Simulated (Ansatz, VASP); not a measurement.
# One calculation of Pb, two programs

File POSCAR:

```
Pb
1.0
    3.4329672075      0.0000000000      0.0000000000
   -1.7164836037      2.9730368121      0.0000000000
    0.0000000000      0.0000000000      5.5144501982
Pb
2
Direct
    0.6666666667      0.3333333333      0.7500000000
    0.3333333333      0.6666666667      0.2500000000
```

File INCAR.step1:

```
SYSTEM = Pb
  PREC = Accurate
  ENCUT = 520
  ISMEAR = -1
  SIGMA = 0.05
  LREAL = .False.
  LASPH = .True.
  NELM = 60
  NBANDS = 21
  GGA = PE
  ALGO = Normal
  EDIFF = 1E-4
  LWAVE = .True.
  LCHARG = .False.
```

Contents of INCAR.step2:

```
SYSTEM = Pb
  PREC = Accurate
  ENCUT = 520
  EDIFF = 1E-7
  ISMEAR = -1
  SIGMA = 0.05
  LREAL = .False.
  LASPH = .True.
  NELM = 60
  ALGO = Normal
  ISIF = 2
  LWAVE = .False.
  LCHARG = .False.
  METAGGA = R2SCAN
  LMIXTAU = .True.
  NBANDS = 21
  ISTART = 1
```

File KPOINTS:

```
regular mesh
0
Gamma
  9 9 5
  0 0 0
```

The input input.yaml:

```yaml
crystal:
  lattice:
    - [3.4329672075, 0.0, 0.0]
    - [-1.7164836037, 2.9730368121, 0.0]
    - [0.0, 0.0, 5.5144501982]
  atoms:
    - { symbol: Pb, position: [0.6666666667, 0.3333333333, 0.75] }
    - { symbol: Pb, position: [0.3333333333, 0.6666666667, 0.25] }
hamiltonian:
  xc: r2scan
  pseudopotentials: { kind: paw }
kpoints:
  mp_grid: { grid: [9, 9, 5] }
scf:
  occupations: { method: fermi_dirac, width: 0.05 }
output:
  forces: true
  stress: true
  eigenvalues: true
  write_density: true
  write_potential: true
  elf: true
  volumetric_format: npy
```

Alike in both runs: task single point; functional r2SCAN; k mesh 9 × 9 × 5; occupations fermi-dirac, width 0.05 eV; no spin polarisation.

|  | VASP | Ansatz |
| --- | --- | --- |
| version | VASP 6.6.1 | Ansatz 0.2.0 |
| potentials or method | VASP PAW PBE potentials, release 64 (Pb_d) | Ansatz PAW |
| plane-wave cutoff (eV) | 520 | 500 |
| valence electrons in the cell | 28 | 28 |

Ansatz gave:

| Item | Value |
| --- | --- |
| gap on the k mesh at the Fermi level (eV) | none |
| pressure (GPa) | 5.4 |
| traceless stress, the component that is largest in VASP (GPa) | 3.22 |

Estimate VASP's values.

gap on the k mesh at the Fermi level (eV): none; pressure (GPa): 5.5; traceless stress, the component that is largest in VASP (GPa): 3.23.

VASP's potentials were made for PBE, not for r2SCAN. A gap of «none» marks a metal or a gap that the smearing closes.

Neither program's run includes spin-orbit coupling.
